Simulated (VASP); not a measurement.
A run of VASP 6.6.1:

Contents of INCAR:

```
ALGO     = Normal         # electronic algorithm
EDIFF    = 1E-6           # SCF threshold, eV
ENCUT    = 520            # plane-wave cutoff, eV
GGA      = PE             # functional
ISIF     = 2              # what is computed and relaxed
ISMEAR   = 0              # smearing method
ISYM     = 0            
LASPH    = T              # aspherical terms in the spheres
LCHARG   = F              # write CHGCAR
LREAL    = Auto         
LWAVE    = F              # write WAVECAR
NBANDS   = 78             # bands
NELM     = 100            # most SCF steps
PREC     = Accurate       # precision mode
SIGMA    = 0.1            # smearing width, eV
```

The input KPOINTS:

```
k-points
0
Gamma
  1 1 1
```

POSCAR

```
KBr
1.0
    8.0869980000      0.0000000000      0.0000000000
    0.0000000000     -8.0869980000      0.0000000000
    0.0000000000      0.0000000000     -8.0869980000
K Br
8 8
Direct
    0.0000000000      0.5000000000      0.5000000000
    0.0000000000      0.5000000000      0.0000000000
    0.0000000000      0.0000000000      0.5000000000
    0.0000000000      0.0000000000      0.0000000000
    0.5000000000      0.5000000000      0.5000000000
    0.5000000000      0.5000000000      0.0000000000
    0.5000000000      0.0000000000      0.5000000000
    0.5000000000      0.0000000000      0.0000000000
    0.2500000000      0.2500000000      0.2500000000
    0.2500000000      0.2500000000      0.7500000000
    0.2500000000      0.7500000000      0.2500000000
    0.2500000000      0.7500000000      0.7500000000
    0.7500000000      0.2500000000      0.2500000000
    0.7500000000      0.2500000000      0.7500000000
    0.7500000000      0.7500000000      0.2500000000
    0.7500000000      0.7500000000      0.7500000000
```

Potentials or basis: VASP PAW PBE potentials, release 64 (K_sv, Br).

Command:

```bash
$ cat potpaw_PBE.64/K_sv/POTCAR potpaw_PBE.64/Br/POTCAR > POTCAR
$ mpirun -np 1 vasp_gam > vasp.out
```

Hardware: 1 thread of AMD EPYC 9R45 (Zen 5), with other jobs on the host.

Estimate the wall time of this run.

It took 34 s on 1 thread of AMD EPYC 9R45 (Zen 5), on a shared host, peak memory 0.4 GiB. Counts: scf iterations 14, k points 1.
